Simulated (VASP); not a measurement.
Write the native input for VASP 6.6.1 that does the following.

| Item | Value |
| --- | --- |
| Task | relaxation of cell and atoms |
| Functional | PBE |
| Dispersion | D3(BJ) |
| Potentials or basis | VASP PAW PBE potentials, release 64 (Ti_sv, Te) |
| Cutoff | 600 eV |
| k mesh | 12 × 12 × 6 |
| Occupations | methfessel-paxton, width 0.1 eV |
| Spin | no spin polarisation |
| Further INCAR settings | ALGO = Normal; EDIFF = 1e-06; IBRION = 2; EDIFFG = -0.01; NSW = 90; ISIF = 3 |

The structure of TiTe2 lies in POSCAR:

```
TiTe2
1.0
    3.7770000000      0.0000000000      0.0000000000
   -1.8885000000      3.2709779501      0.0000000000
    0.0000000000      0.0000000000      6.4980000000
Ti Te
1 2
Direct
    0.0000000000      0.0000000000      0.0000000000
    0.6666666667      0.3333333333      0.2628000000
    0.3333333333      0.6666666667      0.7372000000
```

The input as run:

INCAR

```
  PREC = Accurate
  ENCUT = 600
  EDIFF = 1E-6
  ISMEAR = 1
  SIGMA = 0.1
  LREAL = F
  LASPH = T
  NELM = 80
  ALGO = Normal
  ISIF = 3
  LWAVE = F
  LCHARG = F
  GGA = PE
  IVDW = 12
  IBRION = 2
  NSW = 90
  EDIFFG = -0.01
  KPAR = 2
```

KPOINTS

```
Automatic mesh
0
Gamma
  12 12 6
```

Potentials or basis: VASP PAW PBE potentials, release 64 (Ti_sv, Te).

Run with:

```sh
$ cat potpaw_PBE.64/Ti_sv/POTCAR potpaw_PBE.64/Te/POTCAR > POTCAR
$ mpirun -np 2 vasp_std > vasp.out
```

Results of the run:

- Relaxed volume: 25.14 Å³/atom
- Relaxed cell: a = 3.698 Å, b = 3.698 Å, c = 6.367 Å, α = 90.00°, β = 90.00°, γ = 120.00°
- Space group after relaxing (to 0.1 Å): P-3m1 (No. 164)
- Energy gained by relaxing: 12.1 meV/atom
- Ionic steps: 9
- Pressure after relaxing: 0.0 GPa
- Largest force after relaxing: 0.005 eV/Å
- Band gap on the k mesh: zero (bands 12 and 13 overlap by 0.84 eV)
- Dispersion energy per atom: -0.523 eV

Caveat: spin-orbit coupling is left out, which moves the levels of the heavy elements.

Wall time 4 min on 2 MPI ranks on Intel(R) Xeon(R) 6975P-C (Granite Rapids), with other jobs on the host, peak memory 0.35 GiB a rank.
